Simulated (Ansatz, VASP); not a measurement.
Two plane-wave programs on LiF

POSCAR

```
LiF
1.0
    0.0000000000      2.1348400000      2.0140000000
    2.1348400000      0.0000000000      2.0140000000
    2.1348400000      2.1348400000      0.0000000000
Li F
1 1
Direct
    0.0000000000      0.0000000000      0.0000000000
    0.5000000000      0.5000000000      0.5000000000
```

INCAR.step1

```
SYSTEM = LiF
PREC = Accurate
ENCUT = 520
ISMEAR = 0
SIGMA = 0.05
LREAL = .False.
LASPH = .True.
NELM = 60
NBANDS = 12
GGA = PE
ALGO = Normal
EDIFF = 1E-4
LWAVE = .True.
LCHARG = .False.
```

Contents of INCAR.step2:

```
SYSTEM = LiF
PREC = Accurate
ENCUT = 520
EDIFF = 1E-7
ISMEAR = 0
SIGMA = 0.05
LREAL = .False.
LASPH = .True.
NELM = 60
ALGO = Normal
ISIF = 2
LWAVE = .False.
LCHARG = .False.
METAGGA = R2SCAN
LMIXTAU = .True.
NBANDS = 12
ISTART = 1
```

The input KPOINTS:

```
Automatic mesh
0
Gamma
  10 10 10
  0 0 0
```

Input for Ansatz:

```yaml
crystal:
  lattice:
    - [0.0, 2.13484, 2.014]
    - [2.13484, 0.0, 2.014]
    - [2.13484, 2.13484, 0.0]
  atoms:
    - { symbol: Li, position: [0.0, 0.0, 0.0] }
    - { symbol: F, position: [0.5, 0.5, 0.5] }
basis:
  ecutwfc: 500
kpoints:
  mp_grid: { grid: [10, 10, 10] }
hamiltonian:
  xc: r2scan
scf:
  occupations: { method: gaussian, width: 0.05 }
output:
  forces: true
  stress: true
  eigenvalues: true
```

Change from the starting cell: strain +0.0600 x Voigt [1, 1, 0, 0, 0, 0], atoms carried along.

Alike in both runs: task single point; functional r2SCAN; k mesh 10 × 10 × 10; occupations gaussian, width 0.05 eV; no spin polarisation.

|  | VASP | Ansatz |
| --- | --- | --- |
| version | VASP 6.6.1 | Ansatz 0.2.0 |
| potentials or method | VASP PAW PBE potentials, release 64 (Li_sv, F), cutoff 520 eV | scalar-relativistic, plane waves, PAW |
| valence electrons in the cell | 10 | 10 |

|  | VASP | Ansatz | Ansatz less VASP |
| --- | --- | --- | --- |
| gap on the k mesh at the Fermi level (eV) | 9.16 | 9.00 | -0.154 |
| least direct gap on the mesh (eV) | 9.16 | 9.00 | -0.154 |

VASP's potentials were made for PBE, not for r2SCAN. The functional is the same, so the differences come from potentials, cutoffs and numerics.

Noted on VASP's run: the cutoff is short for stress, so the pressure is rough.
